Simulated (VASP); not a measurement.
Set up this calculation in VASP 6.6.1, as the native input.

* Task: single point
* Functional: PBE
* Potentials or basis: VASP PAW PBE potentials, release 64 (In_d)
* Cutoff: 520 eV
* k mesh: 15 × 15 × 4
* Occupations: gaussian, width 0.1 eV
* Spin: no spin polarisation
* Dipole correction: no
* Further INCAR settings: ALGO = Fast; EDIFF = 1e-06; NBANDS = 34

The structure of In lies in POSCAR:

```
In
1.0
    3.3652566774      0.0000000000      0.0000000000
   -1.6826283387      2.9143977729      0.0000000000
    0.0000000000      0.0000000000     11.4522267391
In
4
Direct
    0.0000000000      0.0000000000      0.0000000000
    0.3333333300      0.6666666700      0.2500000000
    0.0000000000      0.0000000000      0.5000000000
    0.6666666700      0.3333333300      0.7500000000
```

This isn't the form of In at room conditions, which is tetragonal.

This cell differs from its parent crystal: strained.

The input as run:

INCAR

```
PREC = Accurate ; ENCUT = 520
EDIFF = 1E-6 ; ISMEAR = 0
SIGMA = 0.1 ; LREAL = F
LASPH = T ; NELM = 80
ALGO = Fast ; ISIF = 2
LWAVE = F ; LCHARG = F
GGA = PE ; NBANDS = 34
```

KPOINTS

```
Automatic mesh
0
Gamma
  15 15 4
```

Potentials or basis: VASP PAW PBE potentials, release 64 (In_d).

Run with:

```sh
$ cat potpaw_PBE.64/In_d/POTCAR > POTCAR
$ mpirun -np 1 vasp_std > vasp.out
```

Results of the run:

The pressure is -0.7 GPa and the band gap on the k mesh is zero (bands 26 and 27 overlap by 4.27 eV).

Caveat: the cell differs from its parent crystal (strained); spin-orbit coupling is left out, which moves the levels of the heavy elements.

It took 2.9 min on 1 thread of Intel(R) Xeon(R) 6975P-C (Granite Rapids), on a shared host, peak memory 0.38 GiB.
